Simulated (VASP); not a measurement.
# Re in VASP: a series of runs, part 3 of 3

VASP 6.6.1. Earlier steps stand in the parts before.

## 6. Single point, LDA (equal xy, yz and zx shear strains of -3 %)

Input file INCAR:

```
PREC     = Accurate       # precision mode
ENCUT    = 520            # plane-wave cutoff, eV
EDIFF    = 1E-7           # SCF threshold, eV
ISMEAR   = -1             # smearing method
SIGMA    = 0.03           # smearing width, eV
LREAL    = False          # projectors in reciprocal space
LASPH    = True           # aspherical terms in the spheres
NELM     = 100            # most SCF steps
ALGO     = Normal         # electronic algorithm
ISIF     = 2              # what is computed and relaxed
LWAVE    = False          # write WAVECAR
LCHARG   = False          # write CHGCAR
NBANDS   = 10             # bands
```

Input file KPOINTS:

```
regular mesh
0
Gamma
  14 14 14
```

Input file POSCAR:

```
Re
1.0
   -0.0592500000      1.9453750000      1.9453750000
    1.9453750000     -0.0592500000      1.9453750000
    1.9453750000      1.9453750000     -0.0592500000
Re
1
Direct
    0.0000000000      0.0000000000      0.0000000000
```

Potentials or basis: VASP PAW LDA potentials, release 64 (Re).

On the command line:

```
$ cat potpaw_LDA.64/Re/POTCAR > POTCAR
$ mpirun -np 1 vasp_std > vasp.out
```

OUTCAR:

```text
PREC = Accurate
   ENCUT = 520
   EDIFF = 1E-7
   ISMEAR = -1
   LREAL = False
   LASPH = True
   NELM = 100
   ISIF = 2

 ion  position               nearest neighbor table
   1  0.000  0.000  0.000-

  LATTYP: Found a trigonal (rhomboedric) cell.
 ALAT       =     2.7518136463
 COS(alpha) =     0.4693254694

  Lattice vectors:

 A1 = (  -0.0592500000,   1.9453750000,   1.9453750000)
 A2 = (   1.9453750000,  -0.0592500000,   1.9453750000)
 A3 = (   1.9453750000,   1.9453750000,  -0.0592500000)

Analysis of symmetry for initial positions (statically):
=====================================================================
 Subroutine PRICEL returns:
 Original cell was already a primitive cell.

 Routine SETGRP: Setting up the symmetry group for a
 trigonal (rhombohedral) supercell.

 Subroutine GETGRP returns: Found 12 space group operations
 (whereof 12 operations were pure point group operations)
 out of a pool of 12 trial point group operations.

The static configuration has the point symmetry D_3d.

Analysis of symmetry for dynamics (positions and initial velocities):
=====================================================================
 Subroutine PRICEL returns:
 Original cell was already a primitive cell.

 Routine SETGRP: Setting up the symmetry group for a
 trigonal (rhombohedral) supercell.

 Subroutine GETGRP returns: Found 12 space group operations
 (whereof 12 operations were pure point group operations)
 out of a pool of 12 trial point group operations.

The dynamic configuration has the point symmetry D_3d.

 Subroutine INISYM returns: Found 12 space group operations
 (whereof 12 operations are pure point group operations),
 and found     1 'primitive' translations

----------------------------------------------------------------------------------------

                                     Primitive cell

  volume of cell :      15.3970
[... 103 lines left out ...]
   EFERMI_NEDOS =   21; number of points for ismear=-14 and -15
   IALGO  =     38    algorithm
   IMIX   =      4    mixing-type and parameters
     AMIX     =   0.40;   BMIX     =  1.00
     AMIX_MAG =   1.60;   BMIX_MAG =  1.00
  volume/ion in A,a.u.               =      15.40       103.90
  Fermi-wavevector in a.u.,A,eV,Ry     =   1.258817  2.378819 21.560055  1.584619
  Thomas-Fermi vector in A             =   2.392407
   LORBIT       =      0    0 simple, 1 ext, 2 COOP (PROOUT), +10 PAW based schemes
   GGA     = CA    functional components
   LHFCALC =     F    Hartree Fock is set to
   AEXX    =    0.0000 exact exchange contribution
   IVDW    =     0    specifies the selected vdW correction
   LEPSILON=     F    determine dielectric tensor
   LRPA    =     F    only Hartree local field effects (RPA)
 non-spin polarized calculation
  energy-cutoff  :      520.00
  volume of cell :       15.40
 maximum number of plane-waves:       426
   NGX = 11   NGY = 11   NGZ = 11

 number of electron       7.0000000 magnetization

 Free energy of the ion-electron system (eV)
  ---------------------------------------------------
  ext. energy  EPLUGINS =         0.00000000
  ---------------------------------------------------
  free energy    TOTEN  =       -13.59795465 eV

  energy without entropy =      -13.59491236  energy(sigma->0) =      -13.59643351

 E-fermi :   7.5639     XC(G=0): -13.5960

 val. band max:        7.5539164346   @ k =   0.5000   0.4286   0.4286
 cond. band min:       7.5662916955   @ k =  -0.3571  -0.4286   0.1429
 fundamental gap:      0.0123752609
 Fermi energy:         7.5639314858

 k-point     1 :       0.0000    0.0000    0.0000
  band No.  band energies     occupation
      1      -2.1957      2.00000
      2       5.4368      2.00000
      3       5.4368      2.00000
      4       6.2825      2.00000
      5       8.7318      0.00000
      6       8.7318      0.00000
      7      21.4620      0.00000
      8      26.4174      0.00000
      9      26.4174      0.00000
     10      27.7659      0.00000
[... 287 lines left out ...]
 k-point    24 :       0.2857    0.1429   -0.0000
  band No.  band energies     occupation
      1       0.5246      2.00000
      2       4.1318      2.00000
      3       5.8448      2.00000
      4       7.1734      2.00000
      5       8.2076      0.00000
      6       9.7992      0.00000
      7      22.5701      0.00000
      8      25.6042      0.00000
      9      27.8864      0.00000
     10      28.6951      0.00000

 [... further k-points ...]
[... 5 lines left out ...]
  --------------------------------------------------------------------------------------
  -------------------------------------------------------------------------------------
  Total       -2.1449963     -2.1449963     -2.1449963      0.4591235      0.4591235      0.4591235
  in kB     -223.2040229   -223.2040229   -223.2040229     47.7754747     47.7754747     47.7754747
  external PRESSURE =    -223.2040229 kB  Pullay stress =       0.0000000 kB

 VOLUME and BASIS-vectors are now :
 -----------------------------------------------------------------------------
  energy-cutoff  :      520.00
  volume of cell :       15.40
      direct lattice vectors                 reciprocal lattice vectors
    -0.059250000  1.945375000  1.945375000    -0.245566149  0.253280269  0.253280269
     1.945375000 -0.059250000  1.945375000     0.253280269 -0.245566149  0.253280269
     1.945375000  1.945375000 -0.059250000     0.253280269  0.253280269 -0.245566149

 POSITION                                       TOTAL-FORCE (eV/Angst)
 -----------------------------------------------------------------------------------
      0.00000      0.00000      0.00000         0.000000     -0.000000     -0.000000
 -----------------------------------------------------------------------------------
    total drift:                                0.000000      0.000000     -0.000000

  FREE ENERGIE OF THE ION-ELECTRON SYSTEM (eV)
  ---------------------------------------------------
  free  energy   TOTEN  =       -13.5979546507 eV

  energy  without entropy=      -13.5949123621  energy(sigma->0) =      -13.59643351
```

Run time: 23 s. Hardware: 1 thread of Intel Xeon Platinum 8488C (Sapphire Rapids), shared host; peak memory 0.16 GiB.

What came out:

- Free energy: -13.5980 eV
- Pressure: -22.3 GPa
- Band gap on the k mesh: zero (an odd number of electrons rules out a gap without spin polarisation)

Stress tensor (GPa, compression positive):
```
-22.32   4.78   4.78
  4.78 -22.32   4.78
  4.78   4.78 -22.32
```

Levels at points of the mesh, in eV from the Fermi level:
| k point | band 1 | band 2 | band 3 | band 4 | band 5 | band 6 | band 7 | band 8 | band 9 |
| --- | --- | --- | --- | --- | --- | --- | --- | --- | --- |
| (0.00, 0.00, 0.00) | -9.76 | -2.13 | -2.13 | -1.28 | 1.17 | 1.17 | 13.90 | 18.85 | 18.85 |
| (0.50, 0.00, 0.00) | -6.58 | -2.38 | -1.54 | 0.11 | 3.16 | 3.72 | 9.16 | 13.56 | 19.20 |
| (0.50, 0.50, 0.00) | -6.45 | -5.63 | 2.72 | 3.38 | 4.19 | 4.34 | 11.43 | 12.26 | 12.50 |
| (0.50, 0.50, 0.50) | -6.48 | -2.20 | -2.20 | 0.75 | 3.73 | 3.73 | 9.98 | 13.04 | 19.08 |

Caveat: the cell differs from its parent crystal (equal xy, yz and zx shear strains of -3 %); the cell stands under tension; spin-orbit coupling is left out, which moves the levels of the heavy elements.

## 7. Overview

```tsv
cell	gap on the mesh (eV)	pressure (GPa)
a = 2.755 Å, angles 60.0°, 1 atom	none	-9.8
a = 2.784 Å, angles 60.0°, 1 atom	none	-20.2
a = 2.812 Å, angles 60.0°, 1 atom	none	-28.9
a = 2.848 Å, angles 60.0°, 1 atom	none	-38.3
a = 2.752 Å, angles 62.0°, 1 atom	none	-22.3
```

Alike in all rows: task single point; level LDA; potentials or basis VASP PAW LDA potentials, release 64 (Re); no spin polarisation; k mesh 14 × 14 × 14; cutoff (eV) 520; smearing fermi-dirac 0.03 eV.

Caveats: the cell stands under tension; spin-orbit coupling is left out, which moves the levels of the heavy elements.

Total energies depend on the potentials used, so only differences within one code and one set of settings carry meaning.
